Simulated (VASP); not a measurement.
A run of VASP 6.6.1:

File INCAR:

```
SYSTEM = Zn
PREC = Accurate ; ENCUT = 520
EDIFF = 1E-6 ; ISMEAR = 0
SIGMA = 0.1 ; LREAL = .False.
LASPH = .True. ; NELM = 100
ALGO = Normal ; ISIF = 2
LWAVE = .False. ; LCHARG = .True.
GGA = PE ; LELF = .True.
LVHAR = .True. ; NBANDS = 25
```

The input KPOINTS:

```
Automatic mesh
0
Gamma
  18 18 6
  0 0 0
```

Contents of POSCAR:

```
Zn
1.0
    2.2678363115     -1.3077533214      0.0087451816
    2.2678363115      1.3077533214      0.0087451816
   -1.5635125940      0.0000000000      7.5433433617
Zn
3
Direct
    0.0000000000      0.0000000000      0.0000000000
    0.2220357188      0.2220357188      0.6655956850
    0.7779642812      0.7779642812      0.3344043150
```

Potentials or basis: VASP PAW PBE potentials, release 64 (Zn).

Run with:

```console
$ cat potpaw_PBE.64/Zn/POTCAR > POTCAR
$ mpirun -np 1 vasp_std > vasp.out
```

Hardware: 1 thread of Intel(R) Xeon(R) Platinum 8259CL CPU @ 2.50GHz (Skylake/Cascade Lake), with other jobs on the host.

**Question.** Estimate the wall time of this run.

**Answer.** It took 6.2 min on 1 thread of Intel(R) Xeon(R) Platinum 8259CL CPU @ 2.50GHz (Skylake/Cascade Lake) (shared host), peak memory 0.51 GiB. Counts: scf iterations 12, k points 524.
